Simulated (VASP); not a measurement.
Here is a VASP 6.6.1 calculation.

INCAR

```
SYSTEM = GaP
ALGO = Normal ; EDIFF = 1E-6
ENCUT = 500 ; GGA_COMPAT = .FALSE.
ISIF = 2 ; ISMEAR = -1
LASPH = .TRUE. ; LCHARG = .FALSE.
LREAL = .FALSE. ; LWAVE = .FALSE.
NBANDS = 16 ; NELM = 120
PREC = Accurate ; SIGMA = 0.1
```

The input KPOINTS:

```
k-points
0
G
  14 14 14
  0 0 0
```

The input POSCAR:

```
GaP
1.0
    0.0000000000      2.4200260118      2.4200260118
    2.4200260118      0.0000000000      2.4200260118
    2.4200260118      2.4200260118      0.0000000000
Ga P
1 1
Direct
    0.0000000000      0.0000000000      0.0000000000
    0.5000000000      0.5000000000      0.5000000000
```

Potentials or basis: VASP PAW LDA potentials, release 64 (Ga_d, P).

Command:

```bash
$ cat potpaw_LDA.64/Ga_d/POTCAR potpaw_LDA.64/P/POTCAR > POTCAR
$ mpirun -np 1 vasp_std > vasp.out
```

(1) What does it give for the pressure?

(2) Predict the band gap on the k mesh.

## Answers

(1) 18.0 GPa.

(2) zero (bands 9 and 10 overlap by 3.67 eV).

Caveat: the cell stands under pressure.
